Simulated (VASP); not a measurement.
Na6TeP2:

```xyz
9
Lattice="4.4540 0.0000 0.0000 0.0000 4.4540 0.0000 0.0000 0.0000 9.3782" Properties=species:S:1:pos:R:3 pbc="T T T"
Na    0.0000    2.2270    3.2016
Na    2.2270    0.0000    3.2016
Na    0.0000    2.2270    6.1766
Na    2.2270    0.0000    6.1766
Na    2.2270    2.2270    4.6891
Na    0.0000    0.0000    4.6891
Te    0.0000    0.0000    0.0000
P     2.2270    2.2270    1.8986
P     2.2270    2.2270    7.4796
```

The cell was built from a structure type or drawn by symmetry, and may not be a known phase.

| Property | Result |
| --- | --- |
| Program | VASP 6.6.1 |
| Task | relaxation of cell and atoms |
| Functional | PBE |
| Potentials or basis | VASP PAW PBE potentials, release 64 (Na_pv, Te, P) |
| Cutoff | 600 eV |
| k mesh | 4 × 4 × 2 |
| Occupations | gaussian, width 0.1 eV |
| Spin | no spin polarisation |

At the start: pressure 13.4 GPa; volume 20.67 Å³/atom.

Task: Where does the relaxation end?

Result: Over 30 steps the energy falls by 1132.8 meV/atom and the volume is 29.17 Å³/atom (+41.1 %); space group P4/mmm (No. 123, to 0.1 Å) before and after.

The path:
```csv
step,energy change (eV),largest force (eV/Å),pressure (GPa),volume (Å³)
1,0.0000,1.8428,13.42,186.05
2,-3.1635,1.4261,2.83,236.52
3,-3.7533,1.2553,0.12,267.16
4,-3.6247,0.9902,-2.36,335.88
5,-3.8739,1.1308,-1.29,294.76
6,-3.8756,1.1480,-1.12,290.27
7,-4.4038,1.0938,-1.02,287.18
8,-5.8608,1.0182,-0.61,276.20
9,-5.7168,6.3880,3.93,246.20
10,-6.5554,1.0172,-0.05,266.24
11,-6.7547,2.6415,1.33,256.77
12,-6.7915,2.0898,0.92,259.08
13,-7.2503,2.0920,0.55,260.81
14,-8.3867,2.3935,-0.33,265.57
15,-7.7924,2.7483,0.69,273.17
16,-8.6633,2.6798,-0.46,267.48
17,-8.9876,2.8995,-0.51,270.53
18,-9.4978,1.9011,1.06,267.21
19,-9.6657,0.9167,0.00,268.17
20,-10.0195,0.7084,-0.27,268.27
21,-10.1291,0.7627,-0.39,268.04
22,-10.0860,1.8976,0.88,263.16
23,-10.1646,0.1620,0.07,265.89
24,-10.1737,0.1274,0.01,266.14
25,-10.1888,0.1015,-0.13,266.91
26,-10.1900,0.1015,-0.20,267.19
27,-10.1944,0.0818,-0.06,263.35
28,-10.1944,0.0924,-0.02,263.15
29,-10.1892,0.3514,0.32,260.40
30,-10.1949,0.0040,0.04,262.53
```

Final structure:
```
Na Te P
1.0
     5.89269    0.00000    0.00000
     0.00000    5.89269    0.00000
     0.00000    0.00000    7.56040
Na Te P
6 1 2
Direct
  0.00000 0.50000 0.19634
  0.50000 0.00000 0.19634
  0.00000 0.50000 0.80366
  0.50000 0.00000 0.80366
  0.50000 0.50000 0.50000
  0.00000 0.00000 0.50000
  0.00000 0.00000 0.00000
  0.50000 0.50000 0.13675
  0.50000 0.50000 0.86325
```

Caveat: the volume moved by over 15 % at a fixed basis, so the end points are rough.
